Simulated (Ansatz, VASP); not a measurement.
# LiH: VASP beside Ansatz

```
CELL_PARAMETERS angstrom
-0.04065 2.01218 2.01218
2.01218 -0.04065 2.01218
2.01218 2.01218 -0.04065
ATOMIC_POSITIONS crystal
Li 0.00000 0.00000 0.00000
H 0.50000 0.50000 0.50000
```

Change from the starting cell: equal xy, yz and zx shear strains of -2 %.

Alike in both runs: task single point; functional LDA; k mesh 11 × 11 × 11; occupations fermi-dirac, width 0.03 eV; no spin polarisation.

|  | VASP | Ansatz |
| --- | --- | --- |
| version | VASP 6.6.1 | Ansatz 0.2.0 |
| potentials or method | VASP PAW LDA potentials, release 64 (Li_sv, H), cutoff 520 eV | all-electron LAPW, scalar-relativistic |

```csv
,VASP,Ansatz,Ansatz less VASP
gap on the k mesh at the Fermi level (eV),2.82,2.83,+0.009
```

LDA's correlation is that of Perdew and Zunger in VASP and of Perdew and Wang (1992) in Ansatz. Ansatz ran all-electron here, and VASP with PAW potentials.

Noted on VASP's run: the cutoff is short for stress, so the pressure is rough.
